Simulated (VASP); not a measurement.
## TiO2: single point with PBEsol

TiO2:

```
Ti O
1.0
     5.97977   -1.83863   -0.01329
     5.97977    1.83863   -0.01329
    -1.88752    0.00000    6.15200
Ti O
4 8
Cartesian
  10.1967 0.0000 1.7688
  1.7884 0.0000 1.7435
  -0.1247 0.0000 4.3566
  8.2836 0.0000 4.3819
  3.7744 0.0000 1.7863
  1.9412 0.0000 4.0007
  8.5414 0.0000 6.1101
  8.1309 0.0000 2.1247
  10.0709 0.0000 3.8359
  1.5306 0.0000 0.0154
  6.2976 0.0000 4.3391
  0.0011 0.0000 2.2895
```

```json
{"Program": "VASP 6.6.1", "Task": "single point", "Functional": "PBEsol", "Potentials or basis": "VASP PAW PBE potentials, release 64 (Ti_sv, O)", "Cutoff": "520 eV", "k mesh": "6 × 6 × 3", "Occupations": "fermi-dirac, width 0.05 eV", "Spin": "no spin polarisation", "Dipole correction": "no", "Further INCAR settings": "ALGO = Normal; EDIFF = 1e-06; NBANDS = 60"}
```

The pressure is 10.7 GPa and the largest force is 0.078 eV/Å. The band gap on the k mesh is 2.97 eV (least direct gap 3.15 eV).

Forces on the atoms (eV/Å):
```
Ti  -0.021  0.000  0.023
Ti   0.007  0.000  0.078
Ti   0.021  0.000 -0.023
Ti  -0.007  0.000 -0.078
O    0.013  0.000 -0.002
O    0.008  0.000 -0.012
O    0.023  0.000  0.050
O   -0.008  0.000  0.012
O   -0.020  0.000 -0.008
O   -0.023  0.000 -0.050
O   -0.013  0.000  0.002
O    0.020  0.000  0.008
```

Stress tensor (GPa, compression positive):
```
10.69  0.00  0.04
 0.00 10.64  0.00
 0.04  0.00 10.81
```

Levels at points of the mesh, in eV from the valence-band top:
| k point | band 45 | band 46 | band 47 | band 48 | band 49 | band 50 | band 51 | band 52 |
| --- | --- | --- | --- | --- | --- | --- | --- | --- |
| (0.00, 0.00, 0.00) | -0.77 | -0.72 | -0.31 | -0.19 | 2.97 | 3.32 | 3.58 | 3.67 |
| (0.50, 0.00, 0.00) | -0.89 | -0.46 | -0.20 | -0.11 | 3.38 | 3.44 | 3.98 | 4.02 |
| (0.50, 0.50, 0.00) | -0.92 | -0.61 | -0.40 | -0.08 | 3.11 | 3.18 | 3.72 | 3.82 |

Run time: 11 min on 1 thread of Intel Xeon 8259CL, on a shared host, peak memory 0.43 GiB.

Caveat: the cell stands under pressure; the PAW data sets were made with another functional, which shifts forces and pressure a little. A k mesh can miss the band edges.
